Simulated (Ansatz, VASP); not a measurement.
SnTe3 in VASP and in Ansatz

```
Te Sn
1.0
     0.00000    3.88679    3.88679
     3.88679    0.00000    3.88679
     3.88679    3.88679    0.00000
Te Sn
3 1
Direct
  0.50000 0.50000 0.50000
  0.75000 0.75000 0.75000
  0.25000 0.25000 0.25000
  0.00000 0.00000 0.00000
```

Change from the starting cell: volume scaled by 1.02.

Alike in both runs: task single point; functional LDA; k mesh 6 × 6 × 6; occupations fermi-dirac, width 0.05 eV; no spin polarisation.

|  | VASP | Ansatz |
| --- | --- | --- |
| version | VASP 6.6.1 | Ansatz 0.2.0 |
| potentials or method | VASP PAW LDA potentials, release 64 (Te, Sn_d), cutoff 520 eV | all-electron LAPW, scalar-relativistic |

|  | VASP | Ansatz | Ansatz less VASP |
| --- | --- | --- | --- |
| gap on the k mesh at the Fermi level (eV) | none | none | - |
| pressure (GPa) | -4.6 | -4.6 | +0.01 |

LDA's correlation is that of Perdew and Zunger in VASP and of Perdew and Wang (1992) in Ansatz. A gap of «none» marks a metal or a gap that the smearing closes. Ansatz ran all-electron here, and VASP with PAW potentials.

Neither program's run includes spin-orbit coupling.
